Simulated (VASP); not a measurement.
# SiNi3 (Pm-3m) in VASP: further runs, part 2 of 3

VASP 6.6.1. Earlier steps stand in the parts before.

## (3) Relaxation of cell and atoms, PBEsol, target pressure 2 GPa, at which the enthalpy is minimised

This run uses another cell than the first one, of 10.16 Å³/atom.

INCAR

```
SYSTEM = SiNi3
PREC = Accurate
ENCUT = 600
EDIFF = 1E-7
ISMEAR = 0
SIGMA = 0.1
LREAL = .False.
LASPH = .True.
NELM = 80
ALGO = Normal
ISIF = 3
LWAVE = .False.
LCHARG = .False.
GGA = PS
IBRION = 2
NSW = 70
EDIFFG = -0.008
PSTRESS = 20.0
```

KPOINTS

```
regular mesh
0
Gamma
  12 12 12
  0 0 0
```

POSCAR

```
SiNi3
1.0
    3.4386568582      0.0000000000      0.0000000000
    0.0000000000      3.4386568582      0.0000000000
    0.0000000000      0.0000000000      3.4386568582
Si Ni
1 3
Direct
    0.0000000000      0.0000000000      0.0000000000
    0.0000000000      0.5000000000      0.5000000000
    0.5000000000      0.0000000000      0.5000000000
    0.5000000000      0.5000000000      0.0000000000
```

Potentials or basis: VASP PAW PBE potentials, release 64 (Si, Ni).

On the command line:

```bash
$ cat potpaw_PBE.64/Si/POTCAR potpaw_PBE.64/Ni/POTCAR > POTCAR
$ mpirun -np 1 vasp_std > vasp.out
```

OUTCAR:

```text
SYSTEM = SiNi3
   PREC = Accurate
   ENCUT = 600
   EDIFF = 1E-7
   ISMEAR = 0
   LREAL = .False.
   LASPH = .True.
   NELM = 80
   ISIF = 3
   GGA = PS
   IBRION = 2
   NSW = 70
   EDIFFG = -0.008
   PSTRESS = 20.0

 ion  position               nearest neighbor table
   1  0.000  0.000  0.000-   2 2.43   3 2.43   4 2.43   2 2.43   3 2.43   2 2.43   4 2.43   2 2.43
                             3 2.43   4 2.43   3 2.43   4 2.43
   2  0.000  0.500  0.500-   1 2.43   3 2.43   4 2.43   1 2.43   4 2.43   1 2.43   3 2.43   1 2.43
                             3 2.43   4 2.43   4 2.43   3 2.43
   3  0.500  0.000  0.500-   1 2.43   2 2.43   4 2.43   1 2.43   4 2.43   2 2.43   4 2.43   4 2.43
                             1 2.43   2 2.43   1 2.43   2 2.43
   4  0.500  0.500  0.000-   1 2.43   2 2.43   3 2.43   2 2.43   3 2.43   1 2.43   3 2.43   3 2.43
                             1 2.43   2 2.43   2 2.43   1 2.43

  LATTYP: Found a simple cubic cell.
 ALAT       =     3.4386568582

  Lattice vectors:

 A1 = (   3.4386568582,   0.0000000000,   0.0000000000)
 A2 = (   0.0000000000,   3.4386568582,   0.0000000000)
 A3 = (   0.0000000000,   0.0000000000,   3.4386568582)

Analysis of symmetry for initial positions (statically):
=====================================================================
 Subroutine PRICEL returns:
 Original cell was already a primitive cell.

 Routine SETGRP: Setting up the symmetry group for a
 simple cubic supercell.

 Subroutine GETGRP returns: Found 48 space group operations
 (whereof 48 operations were pure point group operations)
 out of a pool of 48 trial point group operations.

The static configuration has the point symmetry O_h .

Analysis of symmetry for dynamics (positions and initial velocities):
=====================================================================
 Subroutine PRICEL returns:
 Original cell was already a primitive cell.

 Routine SETGRP: Setting up the symmetry group for a
 simple cubic supercell.

 Subroutine GETGRP returns: Found 48 space group operations
 (whereof 48 operations were pure point group operations)
 out of a pool of 48 trial point group operations.

The dynamic configuration has the point symmetry O_h .

 Subroutine INISYM returns: Found 48 space group operations
 (whereof 48 operations are pure point group operations),
 and found     1 'primitive' translations

----------------------------------------------------------------------------------------

                                     Primitive cell

  volume of cell :      40.6599

  direct lattice vectors                    reciprocal lattice vectors
     3.438656858  0.000000000  0.000000000     0.290811221  0.000000000  0.000000000
     0.000000000  3.438656858  0.000000000     0.000000000  0.290811221  0.000000000
     0.000000000  0.000000000  3.438656858     0.000000000  0.000000000  0.290811221

  length of vectors
     3.438656858  3.438656858  3.438656858     0.290811221  0.290811221  0.290811221

  position of ions in fractional coordinates (direct lattice)
     0.000000000  0.000000000  0.000000000
     0.000000000  0.500000000  0.500000000
     0.500000000  0.000000000  0.500000000
     0.500000000  0.500000000  0.000000000

  ion indices of the primitive-cell ions
[... 39 lines left out ...]
  0.416667  0.000000  0.000000      6.000000
[... 16 lines left out ...]
  0.333333  0.333333  0.000000     12.000000
  0.416667  0.333333  0.000000     24.000000
 [... further k-points ...]
   k-points           NKPTS =     84   k-points in BZ     NKDIM =     84   number of bands    NBANDS=     21
   number of dos      NEDOS =    301   number of ions     NIONS =      4
   total plane-waves  NPLWV =  21952
   dimension x,y,z NGX =    28 NGY =   28 NGZ =   28
   dimension x,y,z NGXF=    56 NGYF=   56 NGZF=   56
   ions per type =               1   3
   NGX,Y,Z   is equivalent  to a cutoff of  13.54, 13.54, 13.54 a.u.
   NGXF,Y,Z  is equivalent  to a cutoff of  27.07, 27.07, 27.07 a.u.
 SYSTEM =  SiNi3
   PREC   = accura    normal or accurate (medium, high low for compatibility)
   ISTART =      0    job   : 0-new  1-cont  2-samecut
   ICHARG =      2    charge: 1-file 2-atom 10-const
   ISPIN  =      1    spin polarized calculation?
   LNONCOLLINEAR =      F non collinear calculations
   LSORBIT =      F    spin-orbit coupling
   LASPH  =      T    aspherical Exc in radial PAW
   ENCUT  =  600.0 eV  44.10 Ry    6.64 a.u.   6.87  6.87  6.87*2*pi/ulx,y,z
   NELM   =     80;   NELMIN=  2; NELMDL= -5     # of ELM steps
   EDIFF  = 0.1E-06   stopping-criterion for ELM
   LREAL  =      F    real-space projection
   EDIFFG = -.8E-02   stopping-criterion for IOM
   NSW    =     70    number of steps for IOM
   IBRION =      2    ionic relax: 0-MD 1-quasi-New 2-CG
   NFREE  =      1    steps in history (QN), initial steepest desc. (CG)
   ISIF   =      3    stress and relaxation
   ISYM   =      2    0-nonsym 1-usesym 2-fastsym
   POTIM  = 0.5000    time-step for ionic-motion
   TEBEG  =    0.0;   TEEND  =   0.0 temperature during run
   PSTRESS=   20.0 pullay stress
   NELECT =      34.0000    total number of electrons
   NUPDOWN=      -1.0000    fix difference up-down
   EMIN   =  10.00;   EMAX   =-10.00  energy-range for DOS
   EFERMI =   0.00;   METHOD = LEGACY
   ISMEAR =     0;   SIGMA  =   0.10  broadening in eV -4-tet -1-fermi 0-gaus
   EFERMI_NEDOS =   21; number of points for ismear=-14 and -15
   IALGO  =     38    algorithm
   IMIX   =      4    mixing-type and parameters
     AMIX     =   0.40;   BMIX     =  1.00
     AMIX_MAG =   1.60;   BMIX_MAG =  1.00
  volume/ion in A,a.u.               =      10.16        68.60
  Fermi-wavevector in a.u.,A,eV,Ry     =   1.542336  2.914592 32.365539  2.378800
  Thomas-Fermi vector in A             =   2.648155
   LORBIT       =      0    0 simple, 1 ext, 2 COOP (PROOUT), +10 PAW based schemes
   GGA     = PS    functional components
   LHFCALC =     F    Hartree Fock is set to
   AEXX    =    0.0000 exact exchange contribution
   IVDW    =     0    specifies the selected vdW correction
   LEPSILON=     F    determine dielectric tensor
   LRPA    =     F    only Hartree local field effects (RPA)
 conjugate gradient relaxation of ions
 non-spin polarized calculation
 Gauss-broadening in eV      SIGMA  =   0.10
  energy-cutoff  :      600.00
  volume of cell :       40.66
 maximum number of plane-waves:      1376
 NGX is ok and might be reduce to    28
   NGX = 13   NGY = 13   NGZ = 13

--------------------------------------- Ionic step        1  -------------------------------------------

 number of electron      33.9999975 magnetization

 Free energy of the ion-electron system (eV)
  ---------------------------------------------------
  ext. energy  EPLUGINS =         0.00000000
  ---------------------------------------------------
  free energy    TOTEN  =       -26.28431521 eV

  energy without entropy =      -26.27450878  energy(sigma->0) =      -26.27941200

------------------------ aborting loop because EDIFF is reached ----------------------------------------

  FORCE on cell =-STRESS in cart. coord.  units (eV):
  Direction    XX          YY          ZZ          XY          YZ          ZX
  --------------------------------------------------------------------------------------
  -------------------------------------------------------------------------------------
  Total        1.2413903      1.2413903      1.2413903      0.0000000     -0.0000000      0.0000000
  in kB       48.9161672     48.9161672     48.9161672      0.0000000     -0.0000000      0.0000000
  external PRESSURE =      28.9161672 kB  Pullay stress =      20.0000000 kB
[... 67 lines left out ...]
--------------------------------------- Ionic step        3  -------------------------------------------

 number of electron      33.9999970 magnetization

 Free energy of the ion-electron system (eV)
  ---------------------------------------------------
  ext. energy  EPLUGINS =         0.00000000
  ---------------------------------------------------
  free energy    TOTEN  =       -26.29428581 eV

  energy without entropy =      -26.28439809  energy(sigma->0) =      -26.28934195

 E-fermi :  11.2221     XC(G=0): -13.5011

 val. band max:       11.2143457388   @ k =   0.0833   0.0833   0.0000
 cond. band min:      11.2495342373   @ k =   0.4167   0.4167   0.3333
 fundamental gap:      0.0351884985
 Fermi energy:        11.2221324834

 k-point     1 :       0.0000    0.0000    0.0000
  band No.  band energies     occupation
      1      -1.0833      2.00000
      2       6.0339      2.00000
      3       6.8655      2.00000
      4       6.8655      2.00000
      5       7.4182      2.00000
      6       7.4182      2.00000
[... 565 lines left out ...]
     20      15.8672      0.00000
     21      17.5228      0.00000

 [... further k-points ...]

------------------------ aborting loop because EDIFF is reached ----------------------------------------

  FORCE on cell =-STRESS in cart. coord.  units (eV):
  Direction    XX          YY          ZZ          XY          YZ          ZX
  --------------------------------------------------------------------------------------
  -------------------------------------------------------------------------------------
  Total        0.5091590      0.5091590      0.5091590      0.0000000     -0.0000000     -0.0000000
  in kB       19.8356848     19.8356848     19.8356848      0.0000000     -0.0000000     -0.0000000
  external PRESSURE =      -0.1643152 kB  Pullay stress =      20.0000000 kB
[... 23 lines left out ...]
  energy  without entropy=      -26.2843980916  energy(sigma->0) =      -26.28934195

  enthalpy is  TOTEN    =       -25.7809090709 eV   P V=        0.5133767363

 reached required accuracy - stopping structural energy minimisation
```

CONTCAR:

```text
SiNi3
   1.00000000000000
     3.4517467436111513    0.0000000000000000    0.0000000000000000
     0.0000000000000000    3.4517467436111513    0.0000000000000000
     0.0000000000000000   -0.0000000000000000    3.4517467436111513
  Si              Ni
     1     3
Direct
     0.0000000000000000    0.0000000000000000    0.0000000000000000
     0.0000000000000000    0.5000000000000000    0.5000000000000000
     0.5000000000000000    0.0000000000000000    0.5000000000000000
     0.5000000000000000    0.5000000000000000    0.0000000000000000

  0.00000000E+00  0.00000000E+00  0.00000000E+00
  0.00000000E+00  0.00000000E+00  0.00000000E+00
  0.00000000E+00  0.00000000E+00  0.00000000E+00
  0.00000000E+00  0.00000000E+00  0.00000000E+00
```

Wall time 6.7 min (1 thread of AMD EPYC 7R13, shared host); peak memory 0.19 GiB.

What came out:

```yaml
Free_energy: -26.2943 eV
Relaxed_volume: 10.28 Å³/atom
Relaxed_cell: a = 3.452 Å, b = 3.452 Å, c = 3.452 Å, α = 90.00°, β = 90.00°, γ = 90.00°
Space_group_after_relaxing_to_0.1_Å: Pm-3m (No. 221)
Energy_change_on_relaxing_the_run_minimises_the_enthalpy: -2.5 meV/atom
Ionic_steps: 3
Pressure_after_relaxing: 2.0 GPa
Band_gap_on_the_k_mesh: zero (bands 17 and 18 overlap by 0.25 eV)
```

The path:
```csv
step,energy change (eV),largest force (eV/Å),pressure (GPa),volume (Å³)
1,0.0000,0.0000,4.89,40.66
2,-0.0106,0.0000,-1.59,41.75
3,-0.0100,0.0000,1.98,41.13
```

Final structure:
```yaml
crystal:
  lattice:
    - [3.45175, 0.00000, 0.00000]
    - [0.00000, 3.45175, 0.00000]
    - [0.00000, 0.00000, 3.45175]
  atoms:
    - { symbol: Si, position: [0.00000, 0.00000, 0.00000] }
    - { symbol: Ni, position: [0.00000, 0.50000, 0.50000] }
    - { symbol: Ni, position: [0.50000, 0.00000, 0.50000] }
    - { symbol: Ni, position: [0.50000, 0.50000, 0.00000] }
```

Levels at points of the mesh, in eV from the Fermi level:
```tsv
k point	band 14	band 15	band 16	band 17	band 18	band 19	band 20	band 21
(0.00, 0.00, 0.00)	-0.65	-0.65	-0.31	0.04	0.04	0.04	5.29	6.55
(0.50, 0.00, 0.00)	-1.37	-1.22	-0.58	0.04	3.81	3.81	5.36	5.36
(0.50, 0.50, 0.00)	-1.52	-1.19	-1.09	-1.02	0.71	0.71	5.92	6.57
(0.50, 0.50, 0.50)	-1.33	-1.33	-0.53	-0.22	-0.22	-0.22	1.44	4.21
```

Caveat: the cell is relaxed towards a set pressure, so the run minimises the enthalpy, not the energy; the PAW data sets were made with another functional, which shifts forces and pressure a little.

[end of part 2 of 3]

The gap in the log of VASP goes by the Fermi energy; the results here count the filled bands.